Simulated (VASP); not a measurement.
# SnSe2 (P-3m1) in VASP: further runs

SnSe2 is run at these levels: PBE; tasks: single point.

Everything below comes from runs of VASP 6.6.1. Logs are shortened: lines on timing, memory, paths and dates and some standing lists are left out, and cuts for length are marked.

## Step 1: The cell of the first run

It takes space group P-3m1 (No. 164, trigonal). The conventional cell has a = 3.639 Å, b = 3.639 Å, c = 6.988 Å, α = 90.00°, β = 90.00°, γ = 120.00°. Sn (site symmetry -3m) has 6 Se at 2.64 Å and 6 Sn at 3.64 Å within 3.7 Å. Se (site symmetry 3m) has 3 Sn at 2.64 Å and 9 Se at 3.64 to 3.82 Å within 3.9 Å.

## Step 2: Single point, PBE (strain -0.0600 x Voigt [1, 1, 0, 0, 0, 0])

INCAR

```
ALGO = Normal
EDIFF = 1E-6
ENCUT = 520
GGA = PE
ISIF = 2
ISMEAR = 0
LASPH = True
LCHARG = False
LREAL = False
LWAVE = False
NBANDS = 20
NELM = 80
PREC = Accurate
SIGMA = 0.05
```

KPOINTS

```
k-points
0
Gamma
  12 12 4
```

POSCAR

```
SnSe2
1.0
    3.6394420081      0.0000000000      0.0000000000
   -1.8197210041      3.1518492346      0.0000000000
    0.0000000000      0.0000000000      6.9880221146
Sn Se
1 2
Direct
    0.0000000000      0.0000000000      0.0000000000
    0.3333333333      0.6666666667      0.2281493097
    0.6666666667      0.3333333333      0.7718506903
```

Potentials or basis: VASP PAW PBE potentials, release 64 (Sn_d, Se).

Command:

```
cat potpaw_PBE.64/Sn_d/POTCAR potpaw_PBE.64/Se/POTCAR > POTCAR
mpirun -np 1 vasp_std > vasp.out
```

OUTCAR:

```text
EDIFF = 1E-6
   ENCUT = 520
   GGA = PE
   ISIF = 2
   ISMEAR = 0
   LASPH = True
   LREAL = False
   NELM = 80
   PREC = Accurate

 ion  position               nearest neighbor table
   1  0.000  0.000  0.000-   2 2.64   3 2.64   3 2.64   2 2.64   3 2.64   2 2.64
   2  0.333  0.667  0.228-   1 2.64   1 2.64   1 2.64
   3  0.667  0.333  0.772-   1 2.64   1 2.64   1 2.64

  LATTYP: Found a hexagonal cell.
 ALAT       =     3.6394420081
 C/A-ratio  =     1.9200806330

  Lattice vectors:

 A1 = (   3.6394420081,   0.0000000000,   0.0000000000)
 A2 = (  -1.8197210041,   3.1518492346,   0.0000000000)
 A3 = (   0.0000000000,   0.0000000000,   6.9880221146)

Analysis of symmetry for initial positions (statically):
=====================================================================
 Subroutine PRICEL returns:
 Original cell was already a primitive cell.

 Routine SETGRP: Setting up the symmetry group for a
 hexagonal supercell.

 Subroutine GETGRP returns: Found 12 space group operations
 (whereof 12 operations were pure point group operations)
 out of a pool of 24 trial point group operations.

The static configuration has the point symmetry D_3d.

Analysis of symmetry for dynamics (positions and initial velocities):
=====================================================================
 Subroutine PRICEL returns:
 Original cell was already a primitive cell.

 Routine SETGRP: Setting up the symmetry group for a
 hexagonal supercell.

 Subroutine GETGRP returns: Found 12 space group operations
 (whereof 12 operations were pure point group operations)
 out of a pool of 24 trial point group operations.

The dynamic configuration has the point symmetry D_3d.

 Subroutine INISYM returns: Found 12 space group operations
 (whereof 12 operations are pure point group operations),
 and found     1 'primitive' translations

----------------------------------------------------------------------------------------

                                     Primitive cell

  volume of cell :      80.1594

  direct lattice vectors                    reciprocal lattice vectors
     3.639442008  0.000000000  0.000000000     0.274767395  0.158637030  0.000000000
    -1.819721004  3.151849235  0.000000000     0.000000000  0.317274059  0.000000000
     0.000000000  0.000000000  6.988022115     0.000000000  0.000000000  0.143102008

  length of vectors
     3.639442008  3.639442008  6.988022115     0.317274059  0.317274059  0.143102008

  position of ions in fractional coordinates (direct lattice)
     0.000000000  0.000000000  0.000000000
     0.333333333  0.666666667  0.228149310
     0.666666667  0.333333333  0.771850690

  ion indices of the primitive-cell ions
   primitive index   ion index
                 1           1
                 2           2
                 3           3

----------------------------------------------------------------------------------------

 KPOINTS: k-points

Automatic generation of k-mesh.
 Grid dimensions read from file:
 generate k-points for:   12   12    4

 Generating k-lattice:

  Cartesian coordinates                     Fractional coordinates (reciprocal lattice)
     0.022897283  0.013219752  0.000000000     0.083333333  0.000000000  0.000000000
     0.000000000  0.026439505  0.000000000     0.000000000  0.083333333  0.000000000
     0.000000000  0.000000000  0.035775502     0.000000000  0.000000000  0.250000000

  Length of vectors
     0.026439505  0.026439505  0.035775502

  Shift w.r.t. Gamma in fractional coordinates (k-lattice)
     0.000000000  0.000000000  0.000000000

 Subroutine IBZKPT returns following result:
 ===========================================

 Found     69 irreducible k-points:

 Following reciprocal coordinates:
            Coordinates               Weight
  0.000000  0.000000  0.000000      1.000000
  0.083333  0.000000  0.000000      6.000000
  0.166667  0.000000  0.000000      6.000000
  0.250000  0.000000  0.000000      6.000000
  0.333333  0.000000  0.000000      6.000000
  0.416667 -0.000000  0.000000      6.000000
[... 16 lines left out ...]
  0.166667  0.000000  0.250000      6.000000
  0.000000  0.166667  0.250000      6.000000
 [... further k-points ...]
   k-points           NKPTS =     69   k-points in BZ     NKDIM =     69   number of bands    NBANDS=     20
   number of dos      NEDOS =    301   number of ions     NIONS =      3
   total plane-waves  NPLWV =  42336
   dimension x,y,z NGX =    28 NGY =   28 NGZ =   54
   dimension x,y,z NGXF=    56 NGYF=   56 NGZF=  108
   ions per type =               1   2
   NGX,Y,Z   is equivalent  to a cutoff of  12.79, 12.79, 12.85 a.u.
   NGXF,Y,Z  is equivalent  to a cutoff of  25.58, 25.58, 25.69 a.u.
 SYSTEM =  unknown system
   PREC   = accura    normal or accurate (medium, high low for compatibility)
   ISTART =      0    job   : 0-new  1-cont  2-samecut
   ICHARG =      2    charge: 1-file 2-atom 10-const
   ISPIN  =      1    spin polarized calculation?
   LNONCOLLINEAR =      F non collinear calculations
   LSORBIT =      F    spin-orbit coupling
   LASPH  =      T    aspherical Exc in radial PAW
   ENCUT  =  520.0 eV  38.22 Ry    6.18 a.u.   6.77  6.77 12.99*2*pi/ulx,y,z
   NELM   =     80;   NELMIN=  2; NELMDL= -5     # of ELM steps
   EDIFF  = 0.1E-05   stopping-criterion for ELM
   LREAL  =      F    real-space projection
   EDIFFG = 0.1E-04   stopping-criterion for IOM
   NSW    =      0    number of steps for IOM
   IBRION =     -1    ionic relax: 0-MD 1-quasi-New 2-CG
   NFREE  =      0    steps in history (QN), initial steepest desc. (CG)
   ISIF   =      2    stress and relaxation
   ISYM   =      2    0-nonsym 1-usesym 2-fastsym
   POTIM  = 0.5000    time-step for ionic-motion
   TEBEG  =    0.0;   TEEND  =   0.0 temperature during run
   PSTRESS=    0.0 pullay stress
   NELECT =      26.0000    total number of electrons
   NUPDOWN=      -1.0000    fix difference up-down
   EMIN   =  10.00;   EMAX   =-10.00  energy-range for DOS
   EFERMI =   0.00;   METHOD = LEGACY
   ISMEAR =     0;   SIGMA  =   0.05  broadening in eV -4-tet -1-fermi 0-gaus
   EFERMI_NEDOS =   21; number of points for ismear=-14 and -15
   IALGO  =     38    algorithm
   IMIX   =      4    mixing-type and parameters
     AMIX     =   0.40;   BMIX     =  1.00
     AMIX_MAG =   1.60;   BMIX_MAG =  1.00
  volume/ion in A,a.u.               =      26.72       180.31
  Fermi-wavevector in a.u.,A,eV,Ry     =   1.124815  2.125592 17.214211  1.265209
  Thomas-Fermi vector in A             =   2.261489
   LORBIT       =      0    0 simple, 1 ext, 2 COOP (PROOUT), +10 PAW based schemes
   GGA     = PE    functional components
   LHFCALC =     F    Hartree Fock is set to
   AEXX    =    0.0000 exact exchange contribution
   IVDW    =     0    specifies the selected vdW correction
   LEPSILON=     F    determine dielectric tensor
   LRPA    =     F    only Hartree local field effects (RPA)
 non-spin polarized calculation
 Gauss-broadening in eV      SIGMA  =   0.05
  energy-cutoff  :      520.00
  volume of cell :       80.16
 maximum number of plane-waves:      2185
   NGX = 13   NGY = 13   NGZ = 25

 number of electron      25.9999999 magnetization

 Free energy of the ion-electron system (eV)
  ---------------------------------------------------
  ext. energy  EPLUGINS =         0.00000000
  ---------------------------------------------------
  free energy    TOTEN  =       -11.55635405 eV

  energy without entropy =      -11.55635405  energy(sigma->0) =      -11.55635405

 E-fermi :   4.2173     XC(G=0):  -9.1108

 val. band max:        3.9776866180   @ k =   0.0833   0.0000   0.2500
 cond. band min:       4.5417615098   @ k =   0.5000   0.0000   0.5000
 fundamental gap:      0.5640748918
 Fermi energy:         4.2173145491

 k-point     1 :       0.0000    0.0000    0.0000
  band No.  band energies     occupation
      1     -17.4963      2.00000
      2     -17.4963      2.00000
      3     -17.4310      2.00000
      4     -17.4136      2.00000
      5     -17.4136      2.00000
      6     -10.5451      2.00000
[... 12 lines left out ...]
     19      13.0053      0.00000
     20      13.0054      0.00000

 k-point     2 :       0.0833    0.0000    0.0000
  band No.  band energies     occupation
      1     -17.5004      2.00000
      2     -17.4917      2.00000
      3     -17.4279      2.00000
      4     -17.4172      2.00000
      5     -17.4137      2.00000
      6     -10.4639      2.00000
[... 12 lines left out ...]
     19      12.1926      0.00000
     20      13.1545      0.00000

 k-point     3 :       0.1667    0.0000    0.0000
  band No.  band energies     occupation
      1     -17.5130      2.00000
      2     -17.4798      2.00000
      3     -17.4277      2.00000
      4     -17.4174      2.00000
      5     -17.4131      2.00000
      6     -10.2246      2.00000
[... 12 lines left out ...]
     19      12.0800      0.00000
     20      12.7295      0.00000

 k-point     4 :       0.2500    0.0000    0.0000
  band No.  band energies     occupation
      1     -17.5324      2.00000
      2     -17.4662      2.00000
      3     -17.4388      2.00000
      4     -17.4096      2.00000
      5     -17.4039      2.00000
      6      -9.8434      2.00000
[... 12 lines left out ...]
     19      12.2247      0.00000
     20      12.7972      0.00000

 k-point     5 :       0.3333    0.0000    0.0000
  band No.  band energies     occupation
      1     -17.5534      2.00000
      2     -17.4574      2.00000
      3     -17.4487      2.00000
      4     -17.4012      2.00000
      5     -17.3900      2.00000
      6      -9.3597      2.00000
[... 12 lines left out ...]
     19      11.9858      0.00000
     20      13.6854      0.00000
[... 353 lines left out ...]
      6     -10.4445      2.00000
[... 12 lines left out ...]
     19      11.9792      0.00000
     20      13.1063      0.00000

 k-point    22 :       0.0000    0.0833    0.2500
  band No.  band energies     occupation
      1     -17.5004      2.00000
      2     -17.4917      2.00000
      3     -17.4278      2.00000
      4     -17.4172      2.00000
      5     -17.4137      2.00000
      6     -10.4445      2.00000
[... 12 lines left out ...]
     19      12.2108      0.00000
     20      12.9279      0.00000

 k-point    23 :       0.1667    0.0000    0.2500
  band No.  band energies     occupation
      1     -17.5130      2.00000
      2     -17.4798      2.00000
      3     -17.4277      2.00000
      4     -17.4174      2.00000
      5     -17.4131      2.00000
      6     -10.2055      2.00000
[... 12 lines left out ...]
     19      11.9008      0.00000
     20      12.9535      0.00000

 k-point    24 :       0.0000    0.1667    0.2500
  band No.  band energies     occupation
      1     -17.5130      2.00000
      2     -17.4798      2.00000
      3     -17.4278      2.00000
      4     -17.4173      2.00000
      5     -17.4131      2.00000
      6     -10.2053      2.00000
[... 12 lines left out ...]
     19      12.1383      0.00000
     20      12.4755      0.00000

 [... further k-points ...]

------------------------ aborting loop because EDIFF is reached ----------------------------------------

  FORCE on cell =-STRESS in cart. coord.  units (eV):
  Direction    XX          YY          ZZ          XY          YZ          ZX
  --------------------------------------------------------------------------------------
  -------------------------------------------------------------------------------------
  Total        5.3812648      5.3812648      2.8968386     -0.0000000      0.0000000     -0.0000000
  in kB      107.5574350    107.5574350     57.9002402     -0.0000000      0.0000000     -0.0000000
  external PRESSURE =      91.0050367 kB  Pullay stress =       0.0000000 kB

 VOLUME and BASIS-vectors are now :
 -----------------------------------------------------------------------------
  energy-cutoff  :      520.00
  volume of cell :       80.16
      direct lattice vectors                 reciprocal lattice vectors
     3.639442008  0.000000000  0.000000000     0.274767395  0.158637030  0.000000000
    -1.819721004  3.151849235  0.000000000     0.000000000  0.317274059  0.000000000
     0.000000000  0.000000000  6.988022115     0.000000000  0.000000000  0.143102008

 POSITION                                       TOTAL-FORCE (eV/Angst)
 -----------------------------------------------------------------------------------
      0.00000      0.00000      0.00000         0.000000      0.000000      0.000000
     -0.00000      2.10123      1.59431         0.000000      0.000000      0.877638
      1.81972      1.05062      5.39371        -0.000000     -0.000000     -0.877638
 -----------------------------------------------------------------------------------
    total drift:                               -0.000000     -0.000000      0.000000

  FREE ENERGIE OF THE ION-ELECTRON SYSTEM (eV)
  ---------------------------------------------------
  free  energy   TOTEN  =       -11.5563540461 eV

  energy  without entropy=      -11.5563540461  energy(sigma->0) =      -11.55635405
```

Wall time 37 s (1 thread of Intel Xeon 6975P-C (Granite Rapids), shared host); peak memory 0.26 GiB.

Results:

| Item | Value |
| --- | --- |
| Free energy | -11.5564 eV |
| Pressure | 9.1 GPa |
| Largest force | 0.878 eV/Å |
| Band gap on the k mesh | 0.56 eV (least direct gap 1.14 eV) |

Forces on the atoms (eV/Å):
```
Sn   0.000  0.000  0.000
Se   0.000  0.000  0.878
Se   0.000  0.000 -0.878
```

Caveat: the cell differs from its parent crystal (strain -0.0600 x Voigt [1, 1, 0, 0, 0, 0]); the cell stands under pressure; semilocal functionals underestimate gaps, and a narrow one can read as zero; spin-orbit coupling is left out, which moves the levels of the heavy elements; this functional lacks dispersion, which binds layers or chains, so the pressure and a relaxed spacing across them are unreliable.

## Step 3: Single point, PBE (strain -0.0450 x Voigt [1, 1, 0, 0, 0, 0])

INCAR

```
PREC = Accurate
ENCUT = 520
EDIFF = 1E-7
ISMEAR = 0
SIGMA = 0.05
LREAL = F
LASPH = T
NELM = 100
ALGO = Normal
ISIF = 2
LWAVE = F
LCHARG = F
GGA = PE
NBANDS = 20
```

KPOINTS

```
Automatic mesh
0
Gamma
  12 12 4
```

POSCAR

```
SnSe2
1.0
    3.6975182104      0.0000000000      0.0000000000
   -1.8487591052      3.2021447011      0.0000000000
    0.0000000000      0.0000000000      6.9880221146
Sn Se
1 2
Direct
    0.0000000000      0.0000000000      0.0000000000
    0.3333333333      0.6666666667      0.2281493097
    0.6666666667      0.3333333333      0.7718506903
```

Potentials or basis: VASP PAW PBE potentials, release 64 (Sn_d, Se).

Command:

```
cat potpaw_PBE.64/Sn_d/POTCAR potpaw_PBE.64/Se/POTCAR > POTCAR
mpirun -np 1 vasp_std > vasp.out
```

Wall time 43 s (1 thread of Intel Xeon 6975P-C (Granite Rapids), shared host); peak memory 0.26 GiB.

The run converged. Its results:

- Free energy: -11.7024 eV
- Pressure: 6.3 GPa
- Largest force: 0.622 eV/Å
- Band gap on the k mesh: 0.61 eV (least direct gap 1.13 eV)

Forces on the atoms (eV/Å):
```
Sn   0.000  0.000  0.000
Se   0.000  0.000  0.622
Se   0.000  0.000 -0.622
```

Stress tensor (GPa, compression positive):
```
7.44 0.00 0.00
0.00 7.44 0.00
0.00 0.00 3.98
```

Levels at points of the mesh, in eV from the valence-band top:
```tsv
k point	band 11	band 12	band 13	band 14	band 15	band 16
(0.00, 0.00, 0.00)	-0.49	-0.09	-0.09	1.48	3.33	4.81
(0.50, 0.00, 0.00)	-2.45	-1.21	-0.42	0.90	3.87	5.31
(0.00, 0.00, 0.50)	-0.51	-0.06	-0.06	2.49	3.28	4.75
(0.50, 0.00, 0.50)	-2.41	-1.01	-0.52	0.61	4.09	4.61
```

Caveat: the cell differs from its parent crystal (strain -0.0450 x Voigt [1, 1, 0, 0, 0, 0]); the cell stands under pressure; semilocal functionals underestimate gaps, and a narrow one can read as zero; spin-orbit coupling is left out, which moves the levels of the heavy elements; this functional lacks dispersion, which binds layers or chains, so the pressure and a relaxed spacing across them are unreliable. A k mesh can miss the band edges.
